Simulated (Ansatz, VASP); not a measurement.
# One calculation of Nb, two programs

The input INCAR:

```
SYSTEM = Nb
PREC     = Accurate       ! precision mode
ENCUT    = 520            ! plane-wave cutoff, eV
EDIFF    = 1E-7           ! SCF threshold, eV
ISMEAR   = -1             ! smearing method
SIGMA    = 0.08           ! smearing width, eV
LREAL    = .FALSE.        ! projectors in reciprocal space
LASPH    = .TRUE.         ! aspherical terms in the spheres
NELM     = 100            ! most SCF steps
ALGO     = Normal         ! electronic algorithm
ISIF     = 2              ! what is computed and relaxed
LWAVE    = .FALSE.        ! write WAVECAR
LCHARG   = .FALSE.        ! write CHGCAR
GGA      = PE             ! functional
NBANDS   = 12             ! bands
```

KPOINTS

```
regular mesh
0
G
  17 17 17
  0 0 0
```

The input POSCAR:

```
Nb
1.0
    0.0000000000      2.0177680392      2.0177680392
    2.0177680392      0.0000000000      2.0177680392
    2.0177680392      2.0177680392      0.0000000000
Nb
1
Direct
    0.0000000000      0.0000000000      0.0000000000
```

Input for Ansatz:

```yaml
crystal:
  lattice:
    - [0.0, 2.0177680392, 2.0177680392]
    - [2.0177680392, 0.0, 2.0177680392]
    - [2.0177680392, 2.0177680392, 0.0]
  atoms:
    - { symbol: Nb, position: [0.0, 0.0, 0.0] }
kpoints:
  mp_grid: { grid: [17, 17, 17] }
scf:
  occupations: { method: fermi_dirac, width: 0.08 }
hamiltonian:
  xc: pbe
  pseudopotentials: { kind: paw }
output:
  forces: true
  stress: true
  eigenvalues: true
  write_density: true
  write_potential: true
  elf: true
  volumetric_format: npy
```

Change from the starting cell: volume scaled by 0.875, to set the pressure.

Alike in both runs: task single point; functional PBE; k mesh 17 × 17 × 17; occupations fermi-dirac, width 0.08 eV; no spin polarisation.

|  | VASP | Ansatz |
| --- | --- | --- |
| version | VASP 6.6.1 | Ansatz 0.2.0 |
| potentials or method | VASP PAW PBE potentials, release 64 (Nb_sv) | PAW with Ansatz's default frozen-core files, scalar-relativistic |
| plane-wave cutoff (eV) | 520 | 420 |
| valence electrons in the cell | 13 | 13 |

Ansatz gave:

| Item | Value |
| --- | --- |
| pressure (GPa) | 27.6 |

Q: Estimate VASP's values.

A: Pressure (GPa): 27.2.
